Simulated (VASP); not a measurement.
Write the native input for VASP 6.6.1 that does the following.

* Task: single point
* Functional: PBE
* Potentials or basis: VASP PAW PBE potentials, release 64 (Cu, O)
* Cutoff: 520 eV
* k mesh: 20 × 20 × 20
* Occupations: fermi-dirac, width 0.0612256 eV
* Spin: no spin polarisation
* Dipole correction: no
* Further INCAR settings: ALGO = Normal; EDIFF = 1e-06; NBANDS = 18

The structure of CuO2 (fluorite type) lies in POSCAR:

```
CuO2
1.0
    0.0000000000      2.3841507758      2.3841507758
    2.3841507758      0.0000000000      2.3841507758
    2.3841507758      2.3841507758      0.0000000000
Cu O
1 2
Direct
    0.0000000000      0.0000000000      0.0000000000
    0.2500000000      0.2500000000      0.2500000000
    0.7500000000      0.7500000000      0.7500000000
```

These files were run (other wordings do the same):

INCAR

```
SYSTEM = CuO2
  PREC = Accurate
  ENCUT = 520
  EDIFF = 1E-6
  ISMEAR = -1
  SIGMA = 0.06122561905347299
  LREAL = .False.
  LASPH = .True.
  NELM = 60
  ALGO = Normal
  ISIF = 2
  LWAVE = .False.
  LCHARG = .False.
  GGA = PE
  NBANDS = 18
```

KPOINTS

```
regular mesh
0
Gamma
  20 20 20
  0 0 0
```

Potentials or basis: VASP PAW PBE potentials, release 64 (Cu, O).

The run is started by

```sh
$ cat potpaw_PBE.64/Cu/POTCAR potpaw_PBE.64/O/POTCAR > POTCAR
$ mpirun -np 1 vasp_std > vasp.out
```

Results of the run:

```
Pressure               : 8.1 GPa
Band gap on the k mesh : zero (an odd number of electrons rules out a gap without spin polarisation)
```

Caveat: the cell stands under pressure; an odd number of electrons without spin polarisation forces a metal; a magnetic or distorted state may lie lower; semilocal functionals often make such compounds metallic where correlation or magnetic order opens a gap, which also shifts bond lengths.

It took 100 s on 1 thread of Intel(R) Xeon(R) 6975P-C (Granite Rapids), with other jobs on the host, peak memory 0.24 GiB.
